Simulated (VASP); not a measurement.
Input of a VASP 6.6.1 run:

The input INCAR:

```
SYSTEM = WC
PREC     = Accurate       ! precision mode
ENCUT    = 520            ! plane-wave cutoff, eV
EDIFF    = 1E-6           ! SCF threshold, eV
ISMEAR   = 0              ! smearing method
SIGMA    = 0.1            ! smearing width, eV
LREAL    = .FALSE.        ! projectors in reciprocal space
LASPH    = .TRUE.         ! aspherical terms in the spheres
NELM     = 80             ! most SCF steps
ALGO     = Normal         ! electronic algorithm
ISIF     = 2              ! what is computed and relaxed
LWAVE    = .FALSE.        ! write WAVECAR
LCHARG   = .FALSE.        ! write CHGCAR
GGA      = PS             ! functional
NBANDS   = 16             ! bands
```

Contents of KPOINTS:

```
Automatic mesh
0
G
  18 18 14
  0 0 0
```

File POSCAR:

```
WC
1.0
    2.9538996674      0.0000000000      0.0000000000
   -1.4769498337      2.5581521522      0.0000000000
    0.0000000000      0.0000000000      3.0508218900
W C
1 1
Direct
    0.0000000000      0.0000000000      0.0000000000
    0.6666666667      0.3333333333      0.5000000000
```

Potentials or basis: VASP PAW PBE potentials, release 64 (W_sv, C).

Launch:

```bash
$ cat potpaw_PBE.64/W_sv/POTCAR potpaw_PBE.64/C/POTCAR > POTCAR
$ mpirun -np 1 vasp_std > vasp.out
```

(1) What does it give for the band gap on the k mesh?

(2) Estimate the pressure.

Answers

(1) zero (band 9 reaches 9.94 eV, above the bottom of band 10 at 8.96 eV).

(2) -36.9 GPa.

Caveat: the cell differs from its parent crystal (strained); the PAW data sets were made with another functional, which shifts forces and pressure a little; spin-orbit coupling is left out, which moves the levels of the heavy elements.
